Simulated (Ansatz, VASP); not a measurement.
PtPb in VASP and in Ansatz

INCAR

```
PREC     = Accurate       # precision mode
ENCUT    = 520            # plane-wave cutoff, eV
EDIFF    = 1E-8           # SCF threshold, eV
ISMEAR   = -1             # smearing method
SIGMA    = 0.05           # smearing width, eV
LREAL    = F              # projectors in reciprocal space
LASPH    = T              # aspherical terms in the spheres
NELM     = 100            # most SCF steps
ALGO     = Normal         # electronic algorithm
ISIF     = 2              # what is computed and relaxed
LWAVE    = F              # write WAVECAR
LCHARG   = F              # write CHGCAR
GGA      = CA             # functional
LEFG     = T            
NBANDS   = 32             # bands
```

File KPOINTS:

```
regular mesh
0
Gamma
  10 10 7
```

Contents of POSCAR:

```
PtPb
1.0
    4.2357867248      0.0000000000      0.0000000000
   -2.1178933624      3.6682989087      0.0000000000
    0.0000000000      0.0000000000      5.4377523721
Pt Pb
2 2
Direct
    0.3333333333      0.6666666667      0.2500000000
    0.6666666667      0.3333333333      0.7500000000
    0.0000000000      0.0000000000      0.0000000000
    0.0000000000      0.0000000000      0.5000000000
```

Input for Ansatz:

```yaml
crystal:
  lattice:
    - [4.2357867248, 0.0, 0.0]
    - [-2.1178933624, 3.6682989087, 0.0]
    - [0.0, 0.0, 5.4377523721]
  atoms:
    - { symbol: Pt, position: [0.3333333333, 0.6666666667, 0.25] }
    - { symbol: Pt, position: [0.6666666667, 0.3333333333, 0.75] }
    - { symbol: Pb, position: [0.0, 0.0, 0.0] }
    - { symbol: Pb, position: [0.0, 0.0, 0.5] }
kpoints:
  mp_grid: { grid: [10, 10, 7] }
scf:
  occupations: { method: fermi_dirac, width: 0.05 }
hamiltonian:
  xc: lda
  pseudopotentials: { kind: all_electron, datasets: crystal }
output:
  forces: true
  stress: true
  eigenvalues: true
  efg: { contact_densities: true }
```

Change from the starting cell: volume scaled by 0.99, crystal datasets.

Alike in both runs: task electric field gradients; functional LDA; k mesh 10 × 10 × 7; occupations fermi-dirac, width 0.05 eV; no spin polarisation.

|  | VASP | Ansatz |
| --- | --- | --- |
| version | VASP 6.6.1 | Ansatz 0.2.0 |
| potentials or method | VASP PAW LDA potentials, release 64 (Pt, Pb_d), cutoff 520 eV | all-electron PAW with datasets made for the crystal, scalar-relativistic |

|  | VASP | Ansatz | Ansatz less VASP |
| --- | --- | --- | --- |
| pressure (GPa) | 8.3 | 7.9 | -0.35 |
| traceless stress, the component that is largest in VASP (GPa) | 17.98 | 18.02 | +0.033 |
| size of Vzz on the site where it differs most (V/Å²) | 11.9 | 89.2 | +77.27 |

LDA's correlation is that of Perdew and Zunger in VASP and of Perdew and Wang (1992) in Ansatz. One of these differences is far larger than is usual between the two programs; its cause wasn't traced. Ansatz ran all-electron here, and VASP with PAW potentials.

Neither program's run includes spin-orbit coupling.
